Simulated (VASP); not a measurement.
MnHg: single point with PBE

MnHg:

```
Mn Hg
1.0
     3.35862    0.00000    0.00000
     0.00000    3.35862    0.00000
     0.00000    0.00000    3.35862
Mn Hg
1 1
Direct
  0.50000 0.50000 0.50000
  0.00000 0.00000 0.00000
```

```
Program             : VASP 6.6.1
Task                : single point
Functional          : PBE
Potentials or basis : VASP PAW PBE potentials, release 64 (Mn_pv, Hg)
Cutoff              : 520 eV
k mesh              : 11 × 11 × 11
Occupations         : fermi-dirac, width 0.08 eV
Spin                : collinear spin, ferromagnetic start
Starting moments    : [4.0, 0.0] μB
```

```yaml
Pressure: -1.8 GPa
Net_moment: 4.00 μB per cell
Site_moments: Mn +3.90; Hg -0.05 μB
Valence_electrons_inside_the_program's_atomic_spheres: Mn 11.37; Hg 10.56
```

Levels at points of the mesh, in eV from the Fermi level:
Spin up:
```tsv
k point	band 10	band 11	band 12	band 13	band 14	band 15	band 16	band 17	band 18	band 19
(0.00, 0.00, 0.00)	-3.00	-3.00	-2.18	-2.18	-2.18	4.74	4.74	4.74	8.02	10.79
```
Spin down:
```tsv
k point	band 6	band 7	band 8	band 9	band 10	band 11	band 12	band 13	band 14	band 15
(0.00, 0.00, 0.00)	-8.07	-6.99	-6.99	-6.99	0.35	0.35	1.44	1.44	1.44	5.11
```

It took 110 s on 1 thread of Oxide Virtual Turin-like Processor, on a shared host, peak memory 0.19 GiB.

Caveat: spin-orbit coupling is left out, which moves the levels of the heavy elements.
